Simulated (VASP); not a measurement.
# ZrC (P4_2/mmc) in VASP: further runs, part 2 of 2

VASP 6.6.1.

## 4. Relaxation of cell and atoms, PBE (atoms taken out)

Contents of INCAR:

```
SYSTEM = ZrC
PREC = Accurate ; ENCUT = 600
EDIFF = 1E-6 ; ISMEAR = 0
SIGMA = 0.1 ; LREAL = .False.
LASPH = .True. ; NELM = 100
ALGO = Normal ; ISIF = 3
LWAVE = .False. ; LCHARG = .False.
GGA = PE ; IBRION = 2
NSW = 90 ; EDIFFG = -0.04
```

Contents of KPOINTS:

```
Automatic mesh
0
Gamma
  4 4 4
  0 0 0
```

Contents of POSCAR:

```
ZrC
1.0
    3.8310019600      0.0000000000      0.0000000000
    0.0000000000      3.8310019600      0.0000000000
    0.0000000000      0.0000000000      5.4178549300
Zr C
2 2
Direct
    0.5000000000      0.5000000000      0.2500000000
    0.5000000000      0.5000000000      0.7500000000
    0.0000000000      0.5000000000      0.0000000000
    0.5000000000      0.0000000000      0.5000000000
```

Command:

```sh
> cat potpaw_PBE.64/Zr_sv/POTCAR potpaw_PBE.64/C/POTCAR > POTCAR
> mpirun -np 1 vasp_std > vasp.out
```

It took 2.2 min on 1 thread of Intel Xeon Platinum 8488C (Sapphire Rapids), shared host; peak memory 0.24 GiB.

It converged, with:

```yaml
Free_energy: -34.8709 eV
Relaxed_volume: 16.65 Å³/atom
Relaxed_cell: a = 3.269 Å, b = 3.269 Å, c = 6.231 Å, α = 90.00°, β = 90.00°, γ = 90.00°
Space_group_after_relaxing_to_0.1_Å: P4_2/mmc (No. 131)
Energy_gained_by_relaxing: 555.2 meV/atom
Ionic_steps: 6
Pressure_after_relaxing: 0.2 GPa
Band_gap_on_the_k_mesh: zero (bands 16 and 17 overlap by 0.29 eV)
```

Stress tensor (GPa, compression positive):
```
 0.28  0.00  0.00
 0.00  0.28  0.00
 0.00  0.00 -0.09
```

Step by step:
| step | energy change (eV) | largest force (eV/Å) | pressure (GPa) | volume (Å³) |
| --- | --- | --- | --- | --- |
| 1 | 0.0000 | 0.0000 | -8.67 | 79.52 |
| 2 | -2.0982 | 0.0000 | 3.64 | 66.57 |
| 3 | -2.1379 | 0.0000 | 7.55 | 64.12 |
| 4 | -2.0611 | 0.0000 | -8.51 | 70.24 |
| 5 | -2.2207 | 0.0000 | -0.02 | 66.65 |
| 6 | -2.2208 | 0.0000 | 0.16 | 66.58 |

Final structure:
```
Zr C
1.0
     3.26886    0.00000    0.00000
     0.00000    3.26886    0.00000
     0.00000    0.00000    6.23090
Zr C
2 2
Direct
  0.50000 0.50000 0.25000
  0.50000 0.50000 0.75000
  0.00000 0.50000 0.00000
  0.50000 0.00000 0.50000
```

Levels at points of the mesh, in eV from the Fermi level:
```csv
k point,band 12,band 13,band 14,band 15,band 16,band 17,band 18,band 19,band 20
"(0.00, 0.00, 0.00)",-2.96,-2.25,-2.25,-1.27,-0.73,1.02,1.02,3.66,3.96
"(0.50, 0.00, 0.00)",-3.02,-2.94,-1.98,-1.74,-0.10,0.10,2.57,3.11,4.54
"(0.50, 0.50, 0.00)",-3.93,-1.56,-1.56,-0.93,-0.62,-0.30,0.93,0.93,5.54
"(0.00, 0.00, 0.50)",-3.63,-1.82,-1.82,-0.35,-0.35,-0.01,-0.01,3.32,3.32
"(0.50, 0.00, 0.50)",-3.56,-2.45,-1.77,-1.53,-0.02,0.31,2.21,2.81,2.94
"(0.50, 0.50, 0.50)",-3.20,-2.26,-2.26,-1.97,-1.97,1.59,1.59,2.77,2.77
```

Caveat: the k points lie up to 0.48 Å⁻¹ apart in the final cell; the cell differs from its parent crystal (atoms taken out); the volume moved by over 15 % at a fixed basis, so the end points are rough.

## 5. Relaxation of cell and atoms, PBE (atoms taken out)

Contents of INCAR:

```
SYSTEM = ZrC
PREC = Accurate ; ENCUT = 600
EDIFF = 1E-6 ; ISMEAR = 0
SIGMA = 0.1 ; LREAL = .FALSE.
LASPH = .TRUE. ; NELM = 60
ALGO = Normal ; ISIF = 3
LWAVE = .FALSE. ; LCHARG = .FALSE.
GGA = PE ; IBRION = 2
NSW = 90 ; EDIFFG = -0.04
```

Contents of KPOINTS:

```
Automatic mesh
0
G
  6 6 4
  0 0 0
```

Contents of POSCAR:

```
ZrC
1.0
    3.2743757672      0.0000000000      0.0000000000
    0.0000000000      3.2743757672      0.0000000000
    0.0000000000      0.0000000000      6.2224157134
Zr C
2 2
Direct
    0.5000000000      0.5000000000      0.2500000000
    0.5000000000      0.5000000000      0.7500000000
    0.0000000000      0.5000000000      0.0000000000
    0.5000000000      0.0000000000      0.5000000000
```

Command:

```sh
> cat potpaw_PBE.64/Zr_sv/POTCAR potpaw_PBE.64/C/POTCAR > POTCAR
> mpirun -np 1 vasp_std > vasp.out
```

Wall time 92 s (1 thread of Intel Xeon Platinum 8488C (Sapphire Rapids), shared host); peak memory 0.22 GiB.

It converged, with:

| Quantity | Value |
| --- | --- |
| Free energy | -34.8460 eV |
| Relaxed volume | 16.72 Å³/atom |
| Relaxed cell | a = 3.287 Å, b = 3.287 Å, c = 6.189 Å, α = 90.00°, β = 90.00°, γ = 90.00° |
| Space group after relaxing (to 0.1 Å) | P4_2/mmc (No. 131) |
| Energy gained by relaxing | 0.4 meV/atom |
| Ionic steps | 4 |
| Pressure after relaxing | -0.1 GPa |
| Band gap on the k mesh | zero (bands 16 and 17 overlap by 0.31 eV) |

Step by step:
```csv
step,energy change (eV),largest force (eV/Å),pressure (GPa),volume (Å³)
1,0.0000,0.0000,-0.20,66.71
2,-0.0009,0.0000,0.57,66.51
3,-0.0010,0.0000,0.41,66.56
4,-0.0015,0.0000,-0.06,66.87
```

Final structure:
```yaml
crystal:
  lattice:
    - [3.28683, 0.00000, 0.00000]
    - [0.00000, 3.28683, 0.00000]
    - [0.00000, 0.00000, 6.18939]
  atoms:
    - { symbol: Zr, position: [0.50000, 0.50000, 0.25000] }
    - { symbol: Zr, position: [0.50000, 0.50000, 0.75000] }
    - { symbol: C, position: [0.00000, 0.50000, 0.00000] }
    - { symbol: C, position: [0.50000, 0.00000, 0.50000] }
```

Levels at points of the mesh, in eV from the Fermi level:
| k point | band 13 | band 14 | band 15 | band 16 | band 17 | band 18 | band 19 | band 20 |
| --- | --- | --- | --- | --- | --- | --- | --- | --- |
| (0.00, 0.00, 0.00) | -2.32 | -2.32 | -1.28 | -0.72 | 1.02 | 1.02 | 3.57 | 3.85 |
| (0.50, 0.00, 0.00) | -2.95 | -1.92 | -1.83 | -0.14 | 0.11 | 2.53 | 3.14 | 4.22 |
| (0.50, 0.50, 0.00) | -1.51 | -1.51 | -0.85 | -0.56 | -0.30 | 0.87 | 0.87 | 5.05 |
| (0.00, 0.00, 0.50) | -1.89 | -1.89 | -0.33 | -0.33 | -0.03 | -0.03 | 3.39 | 3.39 |
| (0.50, 0.00, 0.50) | -2.45 | -1.74 | -1.61 | -0.05 | 0.32 | 2.16 | 2.83 | 2.84 |
| (0.50, 0.50, 0.50) | -2.25 | -2.25 | -1.94 | -1.94 | 1.52 | 1.52 | 2.87 | 2.87 |

Caveat: the cell differs from its parent crystal (atoms taken out).

## 6. Single point, PBE, collinear spin (atoms taken out)

Contents of INCAR:

```
SYSTEM = ZrC
PREC = Accurate
ENCUT = 520
EDIFF = 1E-6
ISMEAR = 0
SIGMA = 0.1
LREAL = .FALSE.
LASPH = .TRUE.
NELM = 150
ALGO = Normal
ISIF = 2
LWAVE = .FALSE.
LCHARG = .FALSE.
ISPIN = 2
MAGMOM = 1 1 0 0
LORBIT = 11
LMAXMIX = 4
GGA = PE
NBANDS = 28
```

Contents of KPOINTS:

```
regular mesh
0
G
  6 6 4
  0 0 0
```

Contents of POSCAR:

```
ZrC
1.0
    3.2855250332      0.0000000000      0.0000000000
    0.0000000000      3.2855250332      0.0000000000
    0.0000000000      0.0000000000      6.1887565839
Zr C
2 2
Direct
    0.5000000000      0.5000000000      0.2500000000
    0.5000000000      0.5000000000      0.7500000000
    0.0000000000      0.5000000000      0.0000000000
    0.5000000000      0.0000000000      0.5000000000
```

Potentials or basis: VASP PAW PBE potentials, release 64 (Zr_sv, C).

Command:

```sh
> cat potpaw_PBE.64/Zr_sv/POTCAR potpaw_PBE.64/C/POTCAR > POTCAR
> mpirun -np 1 vasp_std > vasp.out
```

It took 71 s on 1 thread of Intel Xeon Platinum 8488C (Sapphire Rapids), shared host; peak memory 0.23 GiB.

The run converged. Its results:

- Free energy: -34.8448 eV
- Pressure: 0.1 GPa
- Band gap on the k mesh: zero (filled and empty bands overlap)
- Net moment: 0.00 μB per cell
- Valence electrons inside the program's atomic spheres: Zr 9.89; C 2.34

Levels at points of the mesh, in eV from the Fermi level:
Spin up:
```tsv
k point	band 14	band 15	band 16	band 17	band 18	band 19
(0.00, 0.00, 0.00)	-2.32	-1.28	-0.72	1.03	1.03	3.58
(0.50, 0.00, 0.00)	-1.92	-1.82	-0.13	0.11	2.53	3.14
(0.50, 0.50, 0.00)	-1.51	-0.85	-0.57	-0.30	0.87	0.87
(0.00, 0.00, 0.50)	-1.89	-0.33	-0.33	-0.03	-0.03	3.39
(0.50, 0.00, 0.50)	-1.74	-1.61	-0.05	0.32	2.16	2.84
(0.50, 0.50, 0.50)	-2.25	-1.94	-1.94	1.52	1.52	2.87
```
Spin down:
| k point | band 12 | band 13 | band 14 | band 15 | band 16 | band 17 | band 18 | band 19 | band 20 | band 21 |
| --- | --- | --- | --- | --- | --- | --- | --- | --- | --- | --- |
| (0.00, 0.00, 0.00) | -2.96 | -2.32 | -2.32 | -1.28 | -0.72 | 1.03 | 1.03 | 3.58 | 3.86 | 4.01 |
| (0.50, 0.00, 0.00) | -3.02 | -2.95 | -1.92 | -1.82 | -0.13 | 0.11 | 2.54 | 3.14 | 4.22 | 4.25 |
| (0.50, 0.50, 0.00) | -3.95 | -1.51 | -1.51 | -0.85 | -0.57 | -0.30 | 0.87 | 0.87 | 5.05 | 5.05 |
| (0.00, 0.00, 0.50) | -3.63 | -1.89 | -1.89 | -0.33 | -0.33 | -0.03 | -0.03 | 3.39 | 3.39 | 4.06 |
| (0.50, 0.00, 0.50) | -3.55 | -2.45 | -1.74 | -1.61 | -0.05 | 0.32 | 2.16 | 2.84 | 2.84 | 4.21 |
| (0.50, 0.50, 0.50) | -3.17 | -2.25 | -2.25 | -1.94 | -1.94 | 1.52 | 1.52 | 2.87 | 2.87 | 4.60 |

Caveat: the cell differs from its parent crystal (atoms taken out).

## 7. Summary

```csv
task,spin,cell,k mesh,cutoff (eV),gap on the mesh (eV),pressure (GPa),relaxed volume (Å³/atom)
single point,off,"a = 3.274, b = 3.274, c = 6.222 Å, 4 atoms",4 × 4 × 4,520,none,0.0,-
single point,off,"a = 3.286, b = 3.286, c = 6.189 Å, 4 atoms",6 × 6 × 4,520,none,0.1,-
relaxation of cell and atoms,off,"relaxed from a = 3.831, b = 3.831, c = 5.418 Å, 4 atoms",4 × 4 × 4,600,none,0.2,16.65
relaxation of cell and atoms,off,"relaxed from a = 3.274, b = 3.274, c = 6.222 Å, 4 atoms",6 × 6 × 4,600,none,-0.1,16.72
single point,collinear,"a = 3.286, b = 3.286, c = 6.189 Å, 4 atoms",6 × 6 × 4,520,none,0.1,-
```

Alike in all rows: level PBE; potentials or basis VASP PAW PBE potentials, release 64 (Zr_sv, C); smearing gaussian 0.1 eV.

Caveats: some runs use coarse meshes; the volume moved by over 15 % at a fixed basis, so the end points are rough (at least some runs).

Total energies depend on the potentials used, so only differences within one code and one set of settings carry meaning.
